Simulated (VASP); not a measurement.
# InSb3 (R-3m) in VASP: further runs, part 2 of 2

VASP 6.6.1. Earlier steps stand in the parts before.

### Step 4. Single point, PBEsol

This run uses another cell than the first one, of 26.33 Å³/atom.

Input file INCAR:

```
SYSTEM = InSb3
ALGO = Normal ; EDIFF = 1E-7
ENCUT = 520 ; GGA = PS
ISIF = 2 ; ISMEAR = 0
LASPH = .True. ; LCHARG = .False.
LREAL = .False. ; LWAVE = .False.
NBANDS = 22 ; NELM = 60
PREC = Accurate ; SIGMA = 0.15
```

Input file KPOINTS:

```
k-points
0
Gamma
  8 8 8
  0 0 0
```

Input file POSCAR:

```
InSb3
1.0
    4.7284623064     -0.1654961807     -0.1654961807
   -0.1654961807      4.7284623064     -0.1654961807
   -0.1654961807     -0.1654961807      4.7284623064
In Sb
1 3
Direct
    0.0000000000      0.0000000000      0.0000000000
    0.5000000000      0.0000000000      0.5000000000
    0.0000000000      0.5000000000      0.5000000000
    0.5000000000      0.5000000000      0.0000000000
```

Potentials or basis: VASP PAW PBE potentials, release 64 (In_d, Sb).

The run is started by

```console
> cat potpaw_PBE.64/In_d/POTCAR potpaw_PBE.64/Sb/POTCAR > POTCAR
> mpirun -np 1 vasp_std > vasp.out
```

OUTCAR:

```text
SYSTEM = InSb3
   EDIFF = 1E-7
   ENCUT = 520
   GGA = PS
   ISIF = 2
   ISMEAR = 0
   LASPH = .True.
   LREAL = .False.
   NELM = 60
   PREC = Accurate

 ion  position               nearest neighbor table
   1  0.000  0.000  0.000-   2 3.23   3 3.23   4 3.23   3 3.23   2 3.23   4 3.23   4 3.46   2 3.46
                             2 3.46   4 3.46   3 3.46   3 3.46
   2  0.500  0.000  0.500-   1 3.23   3 3.23   4 3.23   4 3.23   1 3.23   3 3.23   4 3.46   1 3.46
                             1 3.46   3 3.46   4 3.46   3 3.46
   3  0.000  0.500  0.500-   1 3.23   2 3.23   4 3.23   1 3.23   4 3.23   2 3.23   2 3.46   1 3.46
                             2 3.46   4 3.46   4 3.46   1 3.46
   4  0.500  0.500  0.000-   1 3.23   2 3.23   3 3.23   2 3.23   3 3.23   1 3.23   2 3.46   2 3.46
                             1 3.46   3 3.46   3 3.46   1 3.46

  LATTYP: Found a trigonal (rhomboedric) cell.
 ALAT       =     4.7342511292
 COS(alpha) =    -0.0686069131

  Lattice vectors:

 A1 = (   4.7284623064,  -0.1654961807,  -0.1654961807)
 A2 = (  -0.1654961807,   4.7284623064,  -0.1654961807)
 A3 = (  -0.1654961807,  -0.1654961807,   4.7284623064)

Analysis of symmetry for initial positions (statically):
=====================================================================
 Subroutine PRICEL returns:
 Original cell was already a primitive cell.

 Routine SETGRP: Setting up the symmetry group for a
 trigonal (rhombohedral) supercell.

 Subroutine GETGRP returns: Found 12 space group operations
 (whereof 12 operations were pure point group operations)
 out of a pool of 12 trial point group operations.

The static configuration has the point symmetry D_3d.

Analysis of symmetry for dynamics (positions and initial velocities):
=====================================================================
 Subroutine PRICEL returns:
 Original cell was already a primitive cell.
[... 129 lines left out ...]
   IALGO  =     38    algorithm
   IMIX   =      4    mixing-type and parameters
     AMIX     =   0.40;   BMIX     =  1.00
     AMIX_MAG =   1.60;   BMIX_MAG =  1.00
  volume/ion in A,a.u.               =      26.33       177.69
  Fermi-wavevector in a.u.,A,eV,Ry     =   1.052656  1.989231 15.076399  1.108084
  Thomas-Fermi vector in A             =   2.187747
   LORBIT       =      0    0 simple, 1 ext, 2 COOP (PROOUT), +10 PAW based schemes
   GGA     = PS    functional components
   LHFCALC =     F    Hartree Fock is set to
   AEXX    =    0.0000 exact exchange contribution
   IVDW    =     0    specifies the selected vdW correction
   LEPSILON=     F    determine dielectric tensor
   LRPA    =     F    only Hartree local field effects (RPA)
 non-spin polarized calculation
 Gauss-broadening in eV      SIGMA  =   0.15
  energy-cutoff  :      520.00
  volume of cell :      105.32
 maximum number of plane-waves:      2854
   NGX = 17   NGY = 17   NGZ = 17

 number of electron      28.0000004 magnetization

 Free energy of the ion-electron system (eV)
  ---------------------------------------------------
  ext. energy  EPLUGINS =         0.00000000
  ---------------------------------------------------
  free energy    TOTEN  =       -15.98939050 eV

  energy without entropy =      -15.96210772  energy(sigma->0) =      -15.97574911

 E-fermi :   8.3009     XC(G=0): -10.4059

 val. band max:        8.2954093533   @ k =   0.5000   0.1250   0.0000
 cond. band min:       8.3054821413   @ k =  -0.3750   0.5000   0.1250
 fundamental gap:      0.0100727879
 Fermi energy:         8.3008965636

 k-point     1 :       0.0000    0.0000    0.0000
  band No.  band energies     occupation
      1      -6.1694      2.00000
      2      -6.1694      2.00000
      3      -6.1430      2.00000
      4      -6.1430      2.00000
      5      -6.1390      2.00000
      6      -4.2497      2.00000
[... 589 lines left out ...]
     21      13.0520      0.00000
     22      14.1384      0.00000

 [... further k-points ...]

------------------------ aborting loop because EDIFF is reached ----------------------------------------

  FORCE on cell =-STRESS in cart. coord.  units (eV):
  Direction    XX          YY          ZZ          XY          YZ          ZX
  --------------------------------------------------------------------------------------
  -------------------------------------------------------------------------------------
  Total        0.4140511      0.4140511      0.4140511      0.5650578      0.5650578      0.5650578
  in kB        6.2985569      6.2985569      6.2985569      8.5956750      8.5956750      8.5956750
  external PRESSURE =       6.2985569 kB  Pullay stress =       0.0000000 kB

 VOLUME and BASIS-vectors are now :
 -----------------------------------------------------------------------------
  energy-cutoff  :      520.00
  volume of cell :      105.32
      direct lattice vectors                 reciprocal lattice vectors
     4.728462306 -0.165496181 -0.165496181     0.212023541  0.007689973  0.007689973
    -0.165496181  4.728462306 -0.165496181     0.007689973  0.212023541  0.007689973
    -0.165496181 -0.165496181  4.728462306     0.007689973  0.007689973  0.212023541

 POSITION                                       TOTAL-FORCE (eV/Angst)
 -----------------------------------------------------------------------------------
      0.00000      0.00000      0.00000        -0.000000     -0.000000      0.000000
      2.28148     -0.16550      2.28148        -0.000000     -0.000000     -0.000000
     -0.16550      2.28148      2.28148        -0.000000      0.000000      0.000000
      2.28148      2.28148     -0.16550         0.000000      0.000000      0.000000
 -----------------------------------------------------------------------------------
    total drift:                               -0.000000     -0.000000     -0.000000

  FREE ENERGIE OF THE ION-ELECTRON SYSTEM (eV)
  ---------------------------------------------------
  free  energy   TOTEN  =       -15.9893905039 eV

  energy  without entropy=      -15.9621077229  energy(sigma->0) =      -15.97574911
```

stdout:

```text
POSCAR found type information on POSCAR InSb
 POSCAR found :  2 types and       4 ions
 scaLAPACK will be used
 -----------------------------------------------------------------------------
|                                                                             |
|                                                                             |
|     You enforced a specific xc type in the INCAR file but a different       |
|     I HOPE YOU KNOW WHAT YOU ARE DOING!                                     |
|                                                                             |
 -----------------------------------------------------------------------------

 LDA part: xc-table for (Slater+PW92), standard interpolation
 POSCAR, INCAR and KPOINTS ok, starting setup
 FFT: planning ... GRIDC
 FFT: planning ... GRID_SOFT
 FFT: planning ... GRID
 WAVECAR not read
 entering main loop
```

Wall time 2.7 min (1 thread of Intel Xeon 8259CL, shared host); peak memory 0.3 GiB.

Results:

```
Free energy            : -15.9894 eV
Pressure               : 0.6 GPa
Band gap on the k mesh : zero (bands 14 and 15 overlap by 4.21 eV)
```

Stress tensor (GPa, compression positive):
```
0.63 0.86 0.86
0.86 0.63 0.86
0.86 0.86 0.63
```

Caveat: the PAW data sets were made with another functional, which shifts forces and pressure a little; spin-orbit coupling is left out, which moves the levels of the heavy elements.

### Step 5. Single point, PBEsol

This run uses another cell than the first one, of 26.39 Å³/atom.

Input file INCAR:

```
  ALGO = Normal
  EDIFF = 1E-7
  ENCUT = 520
  GGA = PS
  ISIF = 2
  ISMEAR = 0
  LASPH = True
  LCHARG = True
  LELF = True
  LREAL = False
  LVHAR = True
  LWAVE = False
  NBANDS = 22
  NELM = 80
  PREC = Accurate
  SIGMA = 0.15
```

Input file KPOINTS:

```
k-points
0
Gamma
  8 8 8
```

Input file POSCAR:

```
InSb3
1.0
    4.7284623064     -0.1104095949     -0.1104095949
   -0.1104095949      4.7284623064     -0.1104095949
   -0.1104095949     -0.1104095949      4.7284623064
In Sb
1 3
Direct
    0.0000000000      0.0000000000      0.0000000000
    0.5000000000      0.0000000000      0.5000000000
    0.0000000000      0.5000000000      0.5000000000
    0.5000000000      0.5000000000      0.0000000000
```

Potentials or basis: VASP PAW PBE potentials, release 64 (In_d, Sb).

The run is started by

```console
> cat potpaw_PBE.64/In_d/POTCAR potpaw_PBE.64/Sb/POTCAR > POTCAR
> mpirun -np 1 vasp_std > vasp.out
```

OUTCAR:

```text
EDIFF = 1E-7
   ENCUT = 520
   GGA = PS
   ISIF = 2
   ISMEAR = 0
   LASPH = True
   LREAL = False
   NELM = 80
   PREC = Accurate

 ion  position               nearest neighbor table
   1  0.000  0.000  0.000-   2 3.27   3 3.27   4 3.27   3 3.27   2 3.27   4 3.27   4 3.42   2 3.42
                             2 3.42   4 3.42   3 3.42   3 3.42
   2  0.500  0.000  0.500-   1 3.27   3 3.27   4 3.27   4 3.27   1 3.27   3 3.27   4 3.42   1 3.42
                             1 3.42   3 3.42   4 3.42   3 3.42
   3  0.000  0.500  0.500-   1 3.27   2 3.27   4 3.27   1 3.27   4 3.27   2 3.27   2 3.42   1 3.42
                             2 3.42   4 3.42   4 3.42   1 3.42
   4  0.500  0.500  0.000-   1 3.27   2 3.27   3 3.27   2 3.27   3 3.27   1 3.27   2 3.42   2 3.42
                             1 3.42   3 3.42   3 3.42   1 3.42

  LATTYP: Found a trigonal (rhomboedric) cell.
 ALAT       =     4.7310396680
 COS(alpha) =    -0.0461045031

  Lattice vectors:

 A1 = (   4.7284623064,  -0.1104095949,  -0.1104095949)
 A2 = (  -0.1104095949,   4.7284623064,  -0.1104095949)
 A3 = (  -0.1104095949,  -0.1104095949,   4.7284623064)

Analysis of symmetry for initial positions (statically):
=====================================================================
 Subroutine PRICEL returns:
 Original cell was already a primitive cell.

 Routine SETGRP: Setting up the symmetry group for a
 trigonal (rhombohedral) supercell.

 Subroutine GETGRP returns: Found 12 space group operations
 (whereof 12 operations were pure point group operations)
 out of a pool of 12 trial point group operations.

The static configuration has the point symmetry D_3d.

Analysis of symmetry for dynamics (positions and initial velocities):
=====================================================================
 Subroutine PRICEL returns:
 Original cell was already a primitive cell.

 Routine SETGRP: Setting up the symmetry group for a
 trigonal (rhombohedral) supercell.

 Subroutine GETGRP returns: Found 12 space group operations
 (whereof 12 operations were pure point group operations)
 out of a pool of 12 trial point group operations.

The dynamic configuration has the point symmetry D_3d.

 Subroutine INISYM returns: Found 12 space group operations
 (whereof 12 operations are pure point group operations),
 and found     1 'primitive' translations

----------------------------------------------------------------------------------------

                                     Primitive cell

  volume of cell :     105.5450

  direct lattice vectors                    reciprocal lattice vectors
     4.728462306 -0.110409595 -0.110409595     0.211721634  0.005061895  0.005061895
    -0.110409595  4.728462306 -0.110409595     0.005061895  0.211721634  0.005061895
    -0.110409595 -0.110409595  4.728462306     0.005061895  0.005061895  0.211721634

  length of vectors
     4.731039668  4.731039668  4.731039668     0.211842620  0.211842620  0.211842620

  position of ions in fractional coordinates (direct lattice)
     0.000000000  0.000000000  0.000000000
     0.500000000  0.000000000  0.500000000
     0.000000000  0.500000000  0.500000000
     0.500000000  0.500000000  0.000000000
[... 30 lines left out ...]
 ===========================================

 Found     65 irreducible k-points:

 Following reciprocal coordinates:
            Coordinates               Weight
  0.000000  0.000000  0.000000      1.000000
  0.125000  0.000000  0.000000      6.000000
  0.250000  0.000000  0.000000      6.000000
  0.375000  0.000000  0.000000      6.000000
  0.500000  0.000000  0.000000      3.000000
  0.125000  0.125000  0.000000      6.000000
[... 16 lines left out ...]
  0.250000  0.125000  0.125000      6.000000
  0.375000  0.125000  0.125000      6.000000
 [... further k-points ...]
   k-points           NKPTS =     65   k-points in BZ     NKDIM =     65   number of bands    NBANDS=     22
   number of dos      NEDOS =    301   number of ions     NIONS =      4
   total plane-waves  NPLWV =  46656
   dimension x,y,z NGX =    36 NGY =   36 NGZ =   36
   dimension x,y,z NGXF=    72 NGYF=   72 NGZF=   72
   ions per type =               1   3
   NGX,Y,Z   is equivalent  to a cutoff of  12.65, 12.65, 12.65 a.u.
   NGXF,Y,Z  is equivalent  to a cutoff of  25.30, 25.30, 25.30 a.u.
 SYSTEM =  unknown system
   PREC   = accura    normal or accurate (medium, high low for compatibility)
   ISTART =      0    job   : 0-new  1-cont  2-samecut
   ICHARG =      2    charge: 1-file 2-atom 10-const
   ISPIN  =      1    spin polarized calculation?
   LNONCOLLINEAR =      F non collinear calculations
   LSORBIT =      F    spin-orbit coupling
   LASPH  =      T    aspherical Exc in radial PAW
   ENCUT  =  520.0 eV  38.22 Ry    6.18 a.u.   8.80  8.80  8.80*2*pi/ulx,y,z
   NELM   =     80;   NELMIN=  2; NELMDL= -5     # of ELM steps
   EDIFF  = 0.1E-06   stopping-criterion for ELM
   LREAL  =      F    real-space projection
   EDIFFG = 0.1E-05   stopping-criterion for IOM
   NSW    =      0    number of steps for IOM
   IBRION =     -1    ionic relax: 0-MD 1-quasi-New 2-CG
   NFREE  =      0    steps in history (QN), initial steepest desc. (CG)
   ISIF   =      2    stress and relaxation
   ISYM   =      2    0-nonsym 1-usesym 2-fastsym
   POTIM  = 0.5000    time-step for ionic-motion
   TEBEG  =    0.0;   TEEND  =   0.0 temperature during run
   PSTRESS=    0.0 pullay stress
   NELECT =      28.0000    total number of electrons
   NUPDOWN=      -1.0000    fix difference up-down
   EMIN   =  10.00;   EMAX   =-10.00  energy-range for DOS
   EFERMI =   0.00;   METHOD = LEGACY
   ISMEAR =     0;   SIGMA  =   0.15  broadening in eV -4-tet -1-fermi 0-gaus
   EFERMI_NEDOS =   21; number of points for ismear=-14 and -15
   IALGO  =     38    algorithm
   IMIX   =      4    mixing-type and parameters
     AMIX     =   0.40;   BMIX     =  1.00
     AMIX_MAG =   1.60;   BMIX_MAG =  1.00
  volume/ion in A,a.u.               =      26.39       178.06
  Fermi-wavevector in a.u.,A,eV,Ry     =   1.051917  1.987835 15.055254  1.106530
  Thomas-Fermi vector in A             =   2.186979
   LORBIT       =      0    0 simple, 1 ext, 2 COOP (PROOUT), +10 PAW based schemes
   GGA     = PS    functional components
   LHFCALC =     F    Hartree Fock is set to
   AEXX    =    0.0000 exact exchange contribution
   IVDW    =     0    specifies the selected vdW correction
   LEPSILON=     F    determine dielectric tensor
   LRPA    =     F    only Hartree local field effects (RPA)
 non-spin polarized calculation
 Gauss-broadening in eV      SIGMA  =   0.15
  energy-cutoff  :      520.00
  volume of cell :      105.55
 maximum number of plane-waves:      2872
   NGX = 17   NGY = 17   NGZ = 17

 number of electron      28.0000005 magnetization

 Free energy of the ion-electron system (eV)
  ---------------------------------------------------
  ext. energy  EPLUGINS =         0.00000000
  ---------------------------------------------------
  free energy    TOTEN  =       -16.02695618 eV

  energy without entropy =      -16.00595164  energy(sigma->0) =      -16.01645391

 E-fermi :   8.2876     XC(G=0): -10.4000

 val. band max:        8.2715895427   @ k =  -0.3750   0.5000   0.1250
 cond. band min:       8.2888886031   @ k =  -0.1250   0.5000   0.1250
 fundamental gap:      0.0172990603
 Fermi energy:         8.2876216105

 k-point     1 :       0.0000    0.0000    0.0000
  band No.  band energies     occupation
      1      -6.1886      2.00000
      2      -6.1886      2.00000
      3      -6.1649      2.00000
      4      -6.1649      2.00000
      5      -6.1629      2.00000
      6      -4.2448      2.00000
[... 589 lines left out ...]
     21      13.0468      0.00000
     22      14.2255      0.00000

 [... further k-points ...]

------------------------ aborting loop because EDIFF is reached ----------------------------------------

  FORCE on cell =-STRESS in cart. coord.  units (eV):
  Direction    XX          YY          ZZ          XY          YZ          ZX
  --------------------------------------------------------------------------------------
  -------------------------------------------------------------------------------------
  Total        0.1771256      0.1771256      0.1771256      0.4476468      0.4476468      0.4476468
  in kB        2.6887732      2.6887732      2.6887732      6.7952948      6.7952948      6.7952948
  external PRESSURE =       2.6887732 kB  Pullay stress =       0.0000000 kB

 VOLUME and BASIS-vectors are now :
 -----------------------------------------------------------------------------
  energy-cutoff  :      520.00
  volume of cell :      105.55
      direct lattice vectors                 reciprocal lattice vectors
     4.728462306 -0.110409595 -0.110409595     0.211721634  0.005061895  0.005061895
    -0.110409595  4.728462306 -0.110409595     0.005061895  0.211721634  0.005061895
    -0.110409595 -0.110409595  4.728462306     0.005061895  0.005061895  0.211721634

 POSITION                                       TOTAL-FORCE (eV/Angst)
 -----------------------------------------------------------------------------------
      0.00000      0.00000      0.00000         0.000000     -0.000000      0.000000
      2.30903     -0.11041      2.30903         0.000000      0.000000      0.000000
     -0.11041      2.30903      2.30903        -0.000000     -0.000000     -0.000000
      2.30903      2.30903     -0.11041        -0.000000      0.000000     -0.000000
 -----------------------------------------------------------------------------------
    total drift:                               -0.000000     -0.000000     -0.000000

  FREE ENERGIE OF THE ION-ELECTRON SYSTEM (eV)
  ---------------------------------------------------
  free  energy   TOTEN  =       -16.0269561799 eV

  energy  without entropy=      -16.0059516424  energy(sigma->0) =      -16.01645391
```

Run time: 2.7 min. Hardware: 1 thread of Intel Xeon 8259CL, shared host; peak memory 0.3 GiB.

What came out:

* Free energy: -16.0270 eV
* Pressure: 0.3 GPa
* Band gap on the k mesh: zero (bands 14 and 15 overlap by 4.43 eV)

Stress tensor (GPa, compression positive):
```
0.27 0.68 0.68
0.68 0.27 0.68
0.68 0.68 0.27
```

Levels at points of the mesh, in eV from the Fermi level:
| k point | band 11 | band 12 | band 13 | band 14 | band 15 | band 16 | band 17 | band 18 |
| --- | --- | --- | --- | --- | --- | --- | --- | --- |
| (0.00, 0.00, 0.00) | -4.39 | -3.59 | -0.07 | 0.55 | 0.55 | 1.83 | 1.83 | 2.39 |
| (0.50, 0.00, 0.00) | -2.68 | -2.38 | -2.02 | -1.15 | -0.91 | 1.79 | 2.24 | 2.59 |
| (0.50, 0.50, 0.00) | -1.87 | -1.61 | -1.30 | -1.26 | -1.13 | -0.09 | 1.09 | 3.25 |
| (0.50, 0.50, 0.50) | -5.33 | -5.08 | -4.86 | 3.31 | 3.31 | 3.93 | 4.23 | 4.23 |

Caveat: the PAW data sets were made with another functional, which shifts forces and pressure a little; spin-orbit coupling is left out, which moves the levels of the heavy elements.

### Step 6. Overview

```csv
cell,gap on the mesh (eV),pressure (GPa)
"a = 4.589 Å, angles 92.7°, 4 atoms",none,7.2
"a = 4.734 Å, angles 85.9°, 4 atoms",none,0.8
"a = 4.734 Å, angles 93.9°, 4 atoms",none,0.6
"a = 4.731 Å, angles 92.6°, 4 atoms",none,0.3
```

Alike in all rows: task single point; level PBEsol; potentials or basis VASP PAW PBE potentials, release 64 (In_d, Sb); no spin polarisation; k mesh 8 × 8 × 8; cutoff (eV) 520; smearing gaussian 0.15 eV.

Caveats: the PAW data sets were made with another functional, which shifts forces and pressure a little; spin-orbit coupling is left out, which moves the levels of the heavy elements; the cell stands under pressure (at least some runs).

Absolute energies hang on the potentials; compare differences alone.
